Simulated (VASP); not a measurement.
A run of VASP 6.6.1 is set up as follows.

Contents of INCAR:

```
SYSTEM = MgI2
PREC = Accurate ; ENCUT = 520
EDIFF = 1E-6 ; ISMEAR = 0
SIGMA = 0.05 ; LREAL = .FALSE.
LASPH = .TRUE. ; NELM = 100
ALGO = Normal ; ISIF = 2
LWAVE = .FALSE. ; LCHARG = .FALSE.
NBANDS = 15
```

KPOINTS

```
regular mesh
0
G
  9 9 4
  0 0 0
```

File POSCAR:

```
MgI2
1.0
    4.0238110365      0.0000000000      0.0000000000
   -2.0119055183      3.4847225777      0.0000000000
    0.0000000000      0.0000000000      7.3121625487
Mg I
1 2
Direct
    0.0000000000      0.0000000000      0.0000000000
    0.3333333333      0.6666666667      0.7576300000
    0.6666666667      0.3333333333      0.2423700000
```

Potentials or basis: VASP PAW LDA potentials, release 64 (Mg, I).

The run is started by

```sh
$ cat potpaw_LDA.64/Mg/POTCAR potpaw_LDA.64/I/POTCAR > POTCAR
$ mpirun -np 1 vasp_std > vasp.out
```

(1) Estimate the band gap on the k mesh.

(2) What does it give for the largest force?

## Answers

(1) 3.19 eV, indirect (least direct gap 3.33 eV).

(2) 0.425 eV/Å.

Caveat: spin-orbit coupling is left out, which moves the levels of the heavy elements.
